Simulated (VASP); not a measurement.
# Zr12HF in VASP: further runs

Runs on Zr12HF. Level: PBE. Tasks: single point.

Everything below comes from runs of VASP 6.6.1. Logs are shortened: lines on timing, memory, paths and dates and some standing lists are left out, and cuts for length are marked.

## Step 1: The cell of the first run

The cell holds a slab with vacuum, 14 atoms: a = 6.460 Å, b = 6.460 Å, c = 18.145 Å, α = 90.00°, β = 90.00°, γ = 60.00°.

## Step 2: Single point, PBE

The input, INCAR:

```
ALGO = Normal
EDIFF = 1E-6
ENCUT = 520
GGA = PE
ISIF = 2
ISMEAR = -1
LASPH = True
LCHARG = False
LREAL = False
LWAVE = False
NBANDS = 89
NELM = 60
PREC = Accurate
SIGMA = 0.05
```

The input, KPOINTS:

```
k-points
0
Gamma
  3 3 1
```

The input, POSCAR:

```
Zr12HF
1.0
    6.4600000000      0.0000000000      0.0000000000
    3.2300000000      5.5945240000      0.0000000000
    0.0000000000      0.0000000000     18.1453900000
Zr F H
12 1 1
Direct
    0.0000000000      0.0000000000      0.0551104165
    0.5000000000      0.0000000000      0.0551104165
    0.0000000000      0.5000000000      0.0551104165
    0.5000000000      0.5000000000      0.0551104165
   -0.1704588597      0.3408765428      0.1903689587
    0.3334571553      0.3332346058      0.1931347852
   -0.1704633362      0.8295935454      0.1903599206
    0.3412195496      0.8293602816      0.1906018553
    0.0007574118     -0.0003844831      0.3240264883
    0.4956766973      0.0102014041      0.3354374858
    0.0114008050      0.4943321362      0.3352289480
    0.4957106462      0.4941078097      0.3354687334
   -0.3324624478      0.6662493538      0.4014390432
    0.3338894762      0.3329993758      0.3958666637
```

Potentials or basis: VASP PAW PBE potentials, release 64 (Zr_sv, F, H).

Started as:

```sh
> cat potpaw_PBE.64/Zr_sv/POTCAR potpaw_PBE.64/F/POTCAR potpaw_PBE.64/H/POTCAR > POTCAR
> mpirun -np 1 vasp_std > vasp.out
```

OUTCAR:

```text
EDIFF = 1E-6
   ENCUT = 520
   GGA = PE
   ISIF = 2
   ISMEAR = -1
   LASPH = True
   LREAL = False
   NELM = 60
   PREC = Accurate

 ion  position               nearest neighbor table
   1  0.000  0.000  0.055-   7 3.11   5 3.11   8 3.11   3 3.23   3 3.23   4 3.23   4 3.23   2 3.23
                             2 3.23
   2  0.500  0.000  0.055-   7 3.07   8 3.07   6 3.12   4 3.23   3 3.23   4 3.23   3 3.23   1 3.23
                             1 3.23
   3  0.000  0.500  0.055-   7 3.07   5 3.07   6 3.12   1 3.23   1 3.23   2 3.23   2 3.23   4 3.23
                             4 3.23
   4  0.500  0.500  0.055-   5 3.07   8 3.07   6 3.12   2 3.23   1 3.23   2 3.23   1 3.23   3 3.23
                             3 3.23
   5  0.830  0.341  0.190-   4 3.07   3 3.07   9 3.09   1 3.11   8 3.16   7 3.16  12 3.23   6 3.23
                            11 3.23   6 3.23   7 3.30   8 3.30
   6  0.333  0.333  0.193-   2 3.12   4 3.12   3 3.12  11 3.15  10 3.15  12 3.15   7 3.23   5 3.23
                             8 3.23   8 3.23   5 3.23   7 3.23
   7  0.830  0.830  0.190-   2 3.07   3 3.07   9 3.09   1 3.11   8 3.16   5 3.16  10 3.23   6 3.23
                            11 3.23   6 3.23   5 3.30   8 3.30
   8  0.341  0.829  0.191-   4 3.07   2 3.07   9 3.08   1 3.11   5 3.16   7 3.16  10 3.23  12 3.23
                             6 3.23   6 3.23   7 3.30   5 3.30
   9  0.001  1.000  0.324-   8 3.08   5 3.09   7 3.09  12 3.24  10 3.24  11 3.24  11 3.24  10 3.24
                            12 3.24
  10  0.496  0.010  0.335-  14 2.11  13 2.27  12 3.13  11 3.13   6 3.15   7 3.23   8 3.23   9 3.24
                             9 3.24  11 3.33  12 3.33
  11  0.011  0.494  0.335-  14 2.11  13 2.27  12 3.13  10 3.13   6 3.15   7 3.23   5 3.23   9 3.24
                             9 3.24  10 3.33  12 3.33
  12  0.496  0.494  0.335-  14 2.11  13 2.27  10 3.13  11 3.13   6 3.15   5 3.23   8 3.23   9 3.24
                             9 3.24  11 3.33  10 3.33
  13  0.668  0.666  0.401-  12 2.27  10 2.27  11 2.27
  14  0.334  0.333  0.396-  10 2.11  12 2.11  11 2.11

  LATTYP: Found a hexagonal cell.
 ALAT       =     6.4599999061
 C/A-ratio  =     2.8088839418

  Lattice vectors:

 A1 = (  -3.2300000000,  -5.5945240000,   0.0000000000)
 A2 = (   6.4600000000,   0.0000000000,   0.0000000000)
 A3 = (   0.0000000000,   0.0000000000,  18.1453900000)

Analysis of symmetry for initial positions (statically):
=====================================================================
 Subroutine PRICEL returns:
 Original cell was already a primitive cell.

 Routine SETGRP: Setting up the symmetry group for a
 hexagonal supercell.

 Subroutine GETGRP returns: Found  1 space group operations
 (whereof  1 operations were pure point group operations)
 out of a pool of 24 trial point group operations.

The static configuration has the point symmetry C_1 .

Analysis of symmetry for dynamics (positions and initial velocities):
=====================================================================
 Subroutine PRICEL returns:
 Original cell was already a primitive cell.

 Routine SETGRP: Setting up the symmetry group for a
 hexagonal supercell.

 Subroutine GETGRP returns: Found  1 space group operations
 (whereof  1 operations were pure point group operations)
 out of a pool of 24 trial point group operations.

The dynamic configuration has the point symmetry C_1 .

 Subroutine INISYM returns: Found  1 space group operations
 (whereof  1 operations are pure point group operations),
 and found     1 'primitive' translations

----------------------------------------------------------------------------------------

                                     Primitive cell

  volume of cell :     655.7857

  direct lattice vectors                    reciprocal lattice vectors
     6.460000000  0.000000000  0.000000000     0.154798762 -0.089373108  0.000000000
     3.230000000  5.594524000  0.000000000     0.000000000  0.178746217  0.000000000
     0.000000000  0.000000000 18.145390000     0.000000000  0.000000000  0.055110416

  length of vectors
     6.460000000  6.459999906 18.145390000     0.178746214  0.178746217  0.055110416

  position of ions in fractional coordinates (direct lattice)
     0.000000000  0.000000000  0.055110416
     0.500000000  0.000000000  0.055110416
     0.000000000  0.500000000  0.055110416
     0.500000000  0.500000000  0.055110416
     0.829541140  0.340876543  0.190368959
     0.333457155  0.333234606  0.193134785
     0.829536664  0.829593545  0.190359921
     0.341219550  0.829360282  0.190601855
     0.000757412  0.999615517  0.324026488
     0.495676697  0.010201404  0.335437486
     0.011400805  0.494332136  0.335228948
     0.495710646  0.494107810  0.335468733
     0.667537552  0.666249354  0.401439043
     0.333889476  0.332999376  0.395866664

  ion indices of the primitive-cell ions
   primitive index   ion index
                 1           1
                 2           2
[... 90 lines left out ...]
   LHFCALC =     F    Hartree Fock is set to
   AEXX    =    0.0000 exact exchange contribution
   IVDW    =     0    specifies the selected vdW correction
   LEPSILON=     F    determine dielectric tensor
   LRPA    =     F    only Hartree local field effects (RPA)
 non-spin polarized calculation
  energy-cutoff  :      520.00
  volume of cell :      655.79
 maximum number of plane-waves:     17688
   NGX = 25   NGY = 25   NGZ = 67

 number of electron     152.0000010 magnetization

 Free energy of the ion-electron system (eV)
  ---------------------------------------------------
  ext. energy  EPLUGINS =         0.00000000
  ---------------------------------------------------
  free energy    TOTEN  =      -106.64882456 eV

  energy without entropy =     -106.52332459  energy(sigma->0) =     -106.58607458

 E-fermi :   1.7498     XC(G=0):  -5.8598

 val. band max:        1.7244301155   @ k =  -0.3333   0.3333   0.0000
 cond. band min:       1.8224022753   @ k =   0.3333   0.3333   0.0000
 fundamental gap:      0.0979721598
 Fermi energy:         1.7497535851

 k-point     1 :       0.0000    0.0000    0.0000
  band No.  band energies     occupation
      1     -47.3198      2.00000
      2     -47.2410      2.00000
      3     -47.2394      2.00000
      4     -47.2215      2.00000
      5     -47.1412      2.00000
      6     -47.1247      2.00000
[... 80 lines left out ...]
     87       3.0666      0.00000
     88       3.0951      0.00000

 k-point     2 :       0.3333    0.0000    0.0000
  band No.  band energies     occupation
      1     -47.3027      2.00000
      2     -47.2541      2.00000
      3     -47.2410      2.00000
      4     -47.2002      2.00000
      5     -47.1552      2.00000
      6     -47.1320      2.00000
[... 80 lines left out ...]
     87       2.6778      0.00000
     88       2.7756      0.00000

 k-point     3 :       0.3333    0.3333    0.0000
  band No.  band energies     occupation
      1     -47.3024      2.00000
      2     -47.2557      2.00000
      3     -47.2396      2.00000
      4     -47.2002      2.00000
      5     -47.1549      2.00000
      6     -47.1328      2.00000
[... 80 lines left out ...]
     87       2.6763      0.00000
     88       2.7736      0.00000

 k-point     4 :       0.0000    0.3333    0.0000
  band No.  band energies     occupation
      1     -47.3025      2.00000
      2     -47.2553      2.00000
      3     -47.2400      2.00000
      4     -47.2002      2.00000
      5     -47.1549      2.00000
      6     -47.1327      2.00000
[... 80 lines left out ...]
     87       2.6762      0.00000
     88       2.7739      0.00000

 k-point     5 :      -0.3333    0.3333    0.0000
  band No.  band energies     occupation
      1     -47.2879      2.00000
      2     -47.2659      2.00000
      3     -47.2429      2.00000
      4     -47.1784      2.00000
      5     -47.1589      2.00000
      6     -47.1578      2.00000
[... 80 lines left out ...]
     87       2.7497      0.00000
     88       2.7823      0.00000
 [bands above 88 left out]

------------------------ aborting loop because EDIFF is reached ----------------------------------------

  FORCE on cell =-STRESS in cart. coord.  units (eV):
  Direction    XX          YY          ZZ          XY          YZ          ZX
  --------------------------------------------------------------------------------------
  -------------------------------------------------------------------------------------
  Total       -7.0376652     -7.0515455     -0.1012036     -0.0152234      0.0191953     -0.0318473
  in kB      -17.1940116    -17.2279233     -0.2472547     -0.0371930      0.0468967     -0.0778074
  external PRESSURE =     -11.5563966 kB  Pullay stress =       0.0000000 kB

 VOLUME and BASIS-vectors are now :
 -----------------------------------------------------------------------------
  energy-cutoff  :      520.00
  volume of cell :      655.79
      direct lattice vectors                 reciprocal lattice vectors
     6.460000000  0.000000000  0.000000000     0.154798762 -0.089373108  0.000000000
     3.230000000  5.594524000  0.000000000     0.000000000  0.178746217  0.000000000
     0.000000000  0.000000000 18.145390000     0.000000000  0.000000000  0.055110416

 POSITION                                       TOTAL-FORCE (eV/Angst)
 -----------------------------------------------------------------------------------
      0.00000      0.00000      1.00000         0.007129     -0.003679      0.033930
      3.23000      0.00000      1.00000        -0.003761      0.015808     -0.015157
      1.61500      2.79726      1.00000         0.015960     -0.009185     -0.023377
      4.84500      2.79726      1.00000        -0.015823     -0.005305     -0.014543
      6.45987      1.90704      3.45432         0.005806     -0.017685      0.008116
      3.23048      1.86429      3.50451        -0.000531      0.001407     -0.001321
      8.03839      4.64118      3.45415         0.018044      0.003380      0.007463
      4.88311      4.63988      3.45854        -0.015616      0.009284      0.000569
      3.23365      5.59237      5.87959        -0.003065      0.002117     -0.007243
      3.23502      0.05707      6.08664        -0.005604      0.017921     -0.002465
      1.67034      2.76555      6.08286         0.013823     -0.008537      0.008183
      4.79826      2.76430      6.08721        -0.020163     -0.004506     -0.004465
      6.46428      3.72735      7.28427         0.001755     -0.001024      0.016713
      3.23251      1.86297      7.18316         0.002046      0.000004     -0.006404
 -----------------------------------------------------------------------------------
    total drift:                               -0.000469      0.000249      0.000311

  FREE ENERGIE OF THE ION-ELECTRON SYSTEM (eV)
  ---------------------------------------------------
  free  energy   TOTEN  =      -106.6488245619 eV

  energy  without entropy=     -106.5233245891  energy(sigma->0) =     -106.58607458
```

Wall time 19 min (1 thread of Intel Xeon 8259CL, shared host); peak memory 0.76 GiB.

What came out:

```
Free energy            : -106.6488 eV
Largest force          : 0.035 eV/Å
Band gap on the k mesh : zero (bands 76 and 77 overlap by 0.97 eV)
```

Forces on the atoms (eV/Å):
```
Zr   0.007 -0.004  0.034
Zr  -0.004  0.016 -0.015
Zr   0.016 -0.009 -0.023
Zr  -0.016 -0.005 -0.015
Zr   0.006 -0.018  0.008
Zr  -0.001  0.001 -0.001
Zr   0.018  0.003  0.007
Zr  -0.016  0.009  0.001
Zr  -0.003  0.002 -0.007
Zr  -0.006  0.018 -0.002
Zr   0.014 -0.009  0.008
Zr  -0.020 -0.005 -0.004
F    0.002 -0.001  0.017
H    0.002  0.000 -0.006
```

Levels at points of the mesh, in eV from the Fermi level:
| k point | band 72 | band 73 | band 74 | band 75 | band 76 | band 77 | band 78 | band 79 |
| --- | --- | --- | --- | --- | --- | --- | --- | --- |
| (0.00, 0.00, 0.00) | -0.07 | -0.07 | -0.07 | 0.25 | 0.62 | 0.78 | 0.78 | 0.82 |

Caveat: the k points lie up to 0.37 Å⁻¹ apart, too coarse for converged energies and pressures of a metal; there is no dipole correction, which matters where the two faces differ.

## Step 3: Single point, PBE

The input, INCAR:

```
SYSTEM = Zr12HF
ALGO = Normal
EDIFF = 1E-7
ENCUT = 520
GGA = PE
ISIF = 2
ISMEAR = -1
LASPH = .TRUE.
LCHARG = .TRUE.
LELF = .TRUE.
LREAL = .FALSE.
LVHAR = .TRUE.
LWAVE = .FALSE.
NBANDS = 89
NELM = 80
PREC = Accurate
SIGMA = 0.05
```

The input, KPOINTS:

```
k-points
0
G
  3 3 1
  0 0 0
```

The input, POSCAR:

```
Zr12HF
1.0
    6.4600000000      0.0000000000      0.0000000000
    3.2300000000      5.5945240000      0.0000000000
    0.0000000000      0.0000000000     18.1453900000
Zr F H
12 1 1
Direct
    0.0000000000      0.0000000000      0.0551104000
    0.5000000000      0.0000000000      0.0551104000
    0.0000000000      0.5000000000      0.0551104000
    0.5000000000      0.5000000000      0.0551104000
   -0.1704634401      0.3295936106      0.1903599035
    0.3412194874      0.3293603269      0.1906018818
   -0.1704588812      0.8408765798      0.1903689621
    0.3334571837      0.8332346295      0.1931347869
    0.0114007836     -0.0056678072      0.3352289251
    0.4957106931     -0.0058922230      0.3354687453
    0.0007573560      0.4996154680      0.3240264952
    0.4956767665      0.5102013233      0.3354375034
   -0.3324624391      0.1662494270      0.4014390242
    0.3338894936     -0.1670007166      0.3958666598
```

Potentials or basis: VASP PAW PBE potentials, release 64 (Zr_sv, F, H).

Started as:

```sh
> cat potpaw_PBE.64/Zr_sv/POTCAR potpaw_PBE.64/F/POTCAR potpaw_PBE.64/H/POTCAR > POTCAR
> mpirun -np 1 vasp_std > vasp.out
```

Wall time 21 min (1 thread of Intel Xeon Platinum 8488C (Sapphire Rapids), shared host); peak memory 0.75 GiB.

Results (log left out):

| Quantity | Value |
| --- | --- |
| Free energy | -106.6488 eV |
| Largest force | 0.035 eV/Å |
| Band gap on the k mesh | zero (bands 76 and 77 overlap by 0.97 eV) |

Forces in eV/Å, atoms in the order of the input:
```
Zr   0.016 -0.009 -0.023
Zr  -0.016 -0.005 -0.015
Zr   0.007 -0.004  0.034
Zr  -0.004  0.016 -0.015
Zr   0.018  0.003  0.007
Zr  -0.016  0.009  0.001
Zr   0.006 -0.018  0.008
Zr  -0.001  0.001 -0.001
Zr   0.014 -0.009  0.008
Zr  -0.020 -0.004 -0.004
Zr  -0.003  0.002 -0.007
Zr  -0.006  0.018 -0.002
F    0.002 -0.001  0.017
H    0.002  0.000 -0.006
```

Levels at points of the mesh, in eV from the Fermi level:
```tsv
k point	band 73	band 74	band 75	band 76	band 77	band 78
(0.00, 0.00, 0.00)	-0.07	-0.07	0.25	0.62	0.78	0.78
```

Caveat: the k points lie up to 0.37 Å⁻¹ apart, too coarse for converged energies and pressures of a metal; there is no dipole correction, which matters where the two faces differ.

## Step 4: Single point, PBE

The input, INCAR:

```
SYSTEM = Zr12HF
ALGO     = Normal         ! electronic algorithm
EDIFF    = 1E-6           ! SCF threshold, eV
ENCUT    = 520            ! plane-wave cutoff, eV
GGA      = PE             ! functional
ISIF     = 2              ! what is computed and relaxed
ISMEAR   = -1             ! smearing method
LASPH    = .True.         ! aspherical terms in the spheres
LCHARG   = .False.        ! write CHGCAR
LREAL    = .False.        ! projectors in reciprocal space
LWAVE    = .False.        ! write WAVECAR
NBANDS   = 89             ! bands
NELM     = 100            ! most SCF steps
PREC     = Accurate       ! precision mode
SIGMA    = 0.05           ! smearing width, eV
```

The input, KPOINTS:

```
k-points
0
Gamma
  3 3 1
  0 0 0
```

The input, POSCAR:

```
Zr12HF
1.0
    6.4600000000      0.0000000000      0.0000000000
    3.2300000000      5.5945240000      0.0000000000
    0.0000000000      0.0000000000     18.1453900000
Zr F H
12 1 1
Direct
    0.0000000000      0.0000000000      0.0551104165
    0.5000000000      0.0000000000      0.0551104165
    0.0000000000      0.5000000000      0.0551104165
    0.5000000000      0.5000000000      0.0551104165
   -0.1704633362      0.3295935454      0.1903599206
    0.3412195496      0.3293602816      0.1906018553
   -0.1704588597      0.8408765428      0.1903689587
    0.3334571553      0.8332346058      0.1931347852
    0.0114008050     -0.0056678638      0.3352289480
    0.4957106462     -0.0058921903      0.3354687334
    0.0007574118      0.4996155169      0.3240264883
    0.4956766973      0.5102014041      0.3354374858
   -0.3324624478      0.1662493538      0.4014390432
    0.3338895656     -0.1670008029      0.3958666637
```

Started as:

```sh
> cat potpaw_PBE.64/Zr_sv/POTCAR potpaw_PBE.64/F/POTCAR potpaw_PBE.64/H/POTCAR > POTCAR
> mpirun -np 1 vasp_std > vasp.out
```

Run time: 19 min. Hardware: 1 thread of Intel Xeon Platinum 8488C (Sapphire Rapids), shared host; peak memory 0.74 GiB.

The run converged. Its results:

```
Free energy            : -106.6488 eV
Largest force          : 0.035 eV/Å
Band gap on the k mesh : zero (bands 76 and 77 overlap by 0.97 eV)
```

Forces in eV/Å, atoms in the order of the input:
```
Zr   0.016 -0.009 -0.023
Zr  -0.016 -0.005 -0.015
Zr   0.007 -0.004  0.034
Zr  -0.004  0.016 -0.015
Zr   0.018  0.003  0.007
Zr  -0.016  0.009  0.001
Zr   0.006 -0.018  0.008
Zr  -0.001  0.001 -0.001
Zr   0.014 -0.009  0.008
Zr  -0.020 -0.005 -0.004
Zr  -0.003  0.002 -0.007
Zr  -0.006  0.018 -0.002
F    0.002 -0.001  0.017
H    0.002  0.000 -0.006
```

Levels at points of the mesh, in eV from the Fermi level:
```tsv
k point	band 71	band 72	band 73	band 74	band 75	band 76	band 77	band 78	band 79	band 80
(0.00, 0.00, 0.00)	-0.53	-0.07	-0.07	-0.07	0.25	0.62	0.78	0.78	0.82	0.83
```

Caveat: the k points lie up to 0.37 Å⁻¹ apart, too coarse for converged energies and pressures of a metal; there is no dipole correction, which matters where the two faces differ.

The gap in the log of VASP goes by the Fermi energy; the results here count the filled bands.